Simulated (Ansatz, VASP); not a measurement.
**N in VASP and in Ansatz**

The input INCAR:

```
SYSTEM = N
  PREC = Accurate
  ENCUT = 520
  EDIFF = 1E-7
  ISMEAR = 0
  SIGMA = 0.05
  LREAL = .FALSE.
  LASPH = .TRUE.
  NELM = 100
  ALGO = Normal
  ISIF = 2
  LWAVE = .FALSE.
  LCHARG = .FALSE.
  GGA = PE
  IVDW = 12
  NBANDS = 30
```

The input KPOINTS:

```
Automatic mesh
0
G
  7 7 2
  0 0 0
```

File POSCAR:

```
N
1.0
   -3.8165516810      0.0000000000      0.0000000000
   -1.9082758405     -3.3052307106      0.0000000000
   -4.7704987737     -2.7542487511     14.8290392674
N
8
Direct
   -0.4267708172     -0.4267708172      0.9121614671
   -0.0101208172     -0.0101208172      0.4121614671
   -0.3648375161     -0.3648375161      0.8378385329
    0.0518124839      0.0518124839      0.3378385329
    0.5315375161      0.5315375161      0.1621614671
    0.1148875161      0.1148875161      0.6621614671
    0.5934708172      0.5934708172      0.0878385329
    0.1768208172      0.1768208172      0.5878385329
```

Input for Ansatz:

```yaml
crystal:
  lattice:
    - [-3.816551681, 0.0, 0.0]
    - [-1.9082758405, -3.3052307106, 0.0]
    - [-4.7704987737, -2.7542487511, 14.8290392674]
  atoms:
    - { symbol: "N", position: [-0.4267708172, -0.4267708172, 0.9121614671] }
    - { symbol: "N", position: [-0.0101208172, -0.0101208172, 0.4121614671] }
    - { symbol: "N", position: [-0.3648375161, -0.3648375161, 0.8378385329] }
    - { symbol: "N", position: [0.0518124839, 0.0518124839, 0.3378385329] }
    - { symbol: "N", position: [0.5315375161, 0.5315375161, 0.1621614671] }
    - { symbol: "N", position: [0.1148875161, 0.1148875161, 0.6621614671] }
    - { symbol: "N", position: [0.5934708172, 0.5934708172, 0.0878385329] }
    - { symbol: "N", position: [0.1768208172, 0.1768208172, 0.5878385329] }
basis:
  ecutwfc: 420
kpoints:
  mp_grid: { grid: [7, 7, 2] }
hamiltonian:
  xc: pbe
  dispersion: d3bj
scf:
  occupations: { method: gaussian, width: 0.05 }
output:
  forces: true
  stress: true
  eigenvalues: true
```

Alike in both runs: task single point; functional PBE; dispersion D3(BJ); k mesh 7 × 7 × 2; occupations gaussian, width 0.05 eV; no spin polarisation.

|  | VASP | Ansatz |
| --- | --- | --- |
| version | VASP 6.6.1 | Ansatz 0.2.0 |
| potentials or method | VASP PAW PBE potentials, release 64 (N), cutoff 520 eV | scalar-relativistic, plane waves, PAW |
| valence electrons in the cell | 40 | 40 |

Ansatz gave:

* gap on the k mesh at the Fermi level (eV): 6.98
* least direct gap on the mesh (eV): 7.00
* pressure (GPa): 0.2
* traceless stress, the component that is largest in VASP (GPa): 0.41
* rms of the force components (eV/Å): 0.078

Estimate VASP's values.

gap on the k mesh at the Fermi level (eV): 6.94; least direct gap on the mesh (eV): 6.96; pressure (GPa): 2.2; traceless stress, the component that is largest in VASP (GPa): 4.74; rms of the force components (eV/Å): 0.986.

Atom by atom the forces differ by 1.007 eV/Å (rms over components).

Noted on VASP's run: the standard files for N, O and F lose accuracy on very short bonds.
